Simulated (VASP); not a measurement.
Wanted: the native input for a VASP 6.6.1 run.

| Property | Result |
| --- | --- |
| Task | relaxation of cell and atoms |
| Functional | r2SCAN |
| Potentials or basis | VASP PAW PBE potentials, release 64 (As) |
| Cutoff | 600 eV |
| k mesh | 18 × 18 × 6 |
| Occupations | gaussian, width 0.1 eV |
| Spin | no spin polarisation |
| Dipole correction | no |
| Further INCAR settings | ALGO = Normal; EDIFF = 1e-06; IBRION = 2; EDIFFG = -0.01; NSW = 100; ISIF = 3 |

As:

```xyz
4
Lattice="2.9569 0.0000 0.0000 -1.4785 2.5608 0.0000 0.0000 0.0000 10.0436" Properties=species:S:1:pos:R:3 pbc="T T T"
As    0.0000    0.0000    0.0000
As    0.0000    0.0000    5.0218
As    0.0000    1.7072    7.5327
As    1.4785    0.8536    2.5109
```

This isn't the form of As at room conditions, which is rhombohedral.

One way to write it, as run:

POSCAR

```
As
1.0
    2.9569250576      0.0000000000      0.0000000000
   -1.4784625288      2.5607722170      0.0000000000
    0.0000000000      0.0000000000     10.0436321436
As
4
Direct
    0.0000000000      0.0000000000      0.0000000000
    0.0000000000      0.0000000000      0.5000000000
    0.3333333333      0.6666666667      0.7500000000
    0.6666666667      0.3333333333      0.2500000000
```

INCAR.step1

```
SYSTEM = As
PREC     = Accurate       ! precision mode
ENCUT    = 600            ! plane-wave cutoff, eV
ISMEAR   = 0              ! smearing method
SIGMA    = 0.1            ! smearing width, eV
LREAL    = .False.        ! projectors in reciprocal space
LASPH    = .True.         ! aspherical terms in the spheres
NELM     = 100            ! most SCF steps
GGA      = PE             ! functional
ALGO     = Normal         ! electronic algorithm
EDIFF    = 1E-4           ! SCF threshold, eV
LWAVE    = .True.         ! write WAVECAR
LCHARG   = .False.        ! write CHGCAR
```

INCAR.step2

```
SYSTEM = As
PREC     = Accurate       ! precision mode
ENCUT    = 600            ! plane-wave cutoff, eV
EDIFF    = 1E-6           ! SCF threshold, eV
ISMEAR   = 0              ! smearing method
SIGMA    = 0.1            ! smearing width, eV
LREAL    = .False.        ! projectors in reciprocal space
LASPH    = .True.         ! aspherical terms in the spheres
NELM     = 100            ! most SCF steps
ALGO     = Normal         ! electronic algorithm
ISIF     = 3              ! what is computed and relaxed
LWAVE    = .False.        ! write WAVECAR
LCHARG   = .False.        ! write CHGCAR
METAGGA  = R2SCAN         ! meta-GGA
LMIXTAU  = .True.       
IBRION   = 2              ! ionic algorithm
NSW      = 100            ! ionic steps
EDIFFG   = -0.01          ! ionic threshold
ISTART   = 1
```

KPOINTS

```
Automatic mesh
0
Gamma
  18 18 6
  0 0 0
```

Potentials or basis: VASP PAW PBE potentials, release 64 (As).

Launch:

```bash
$ cat potpaw_PBE.64/As/POTCAR > POTCAR
$ cp INCAR.step1 INCAR
$ mpirun -np 1 vasp_std > vasp.out
$ cp INCAR.step2 INCAR
$ mpirun -np 1 vasp_std > vasp.out
```

Results of the run:

* Relaxed volume: 19.19 Å³/atom
* Relaxed cell: a = 2.909 Å, b = 2.909 Å, c = 10.471 Å, α = 90.00°, β = 90.00°, γ = 120.00°
* Space group after relaxing (to 0.1 Å): P6_3/mmc (No. 194)
* Energy gained by relaxing: 4.9 meV/atom
* Ionic steps: 14
* Pressure after relaxing: 0.0 GPa

Caveat: the highest band is partly filled, so the run has too few bands; the PAW data sets were made with another functional, which shifts forces and pressure a little.

Wall time 120 min on 1 thread of Oxide Virtual Turin-like Processor (shared host), peak memory 0.31 GiB.
